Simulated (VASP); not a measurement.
Crystal: NaLiCl2.

```
Li Na Cl
1.0
     1.89160    1.09211    6.24764
    -1.89160    1.09211    6.24764
     0.00000   -2.18423    6.24764
Li Na Cl
1 1 2
Direct
  0.00000 0.00000 0.00000
  0.50000 0.50000 0.50000
  0.25669 0.25669 0.25669
  0.74331 0.74331 0.74331
```

Base run:

| Item | Value |
| --- | --- |
| Program | VASP 6.6.1 |
| Functional | PBE |
| Potentials or basis | VASP PAW PBE potentials, release 64 (Li_sv, Na_pv, Cl) |
| Cutoff | 520 eV |
| k mesh | 6 × 6 × 6 |
| Occupations | gaussian, width 0.01 eV |
| Spin | no spin polarisation |

Its results: band gap on the k mesh 5.60 eV, direct; largest force 0.068 eV/Å.

The run is repeated on the same cell with these changes: functional from PBE to r2SCAN. What comes out?

Band gap on the k mesh 6.47 eV, direct; largest force 0.010 eV/Å.

r2SCAN gives the wider gap, since meta-GGAs in the generalised Kohn-Sham scheme recover part of the derivative discontinuity.

Caveats: the PAW data sets were made with another functional, which shifts forces and pressure a little (some runs).

A k mesh can miss the band edges.
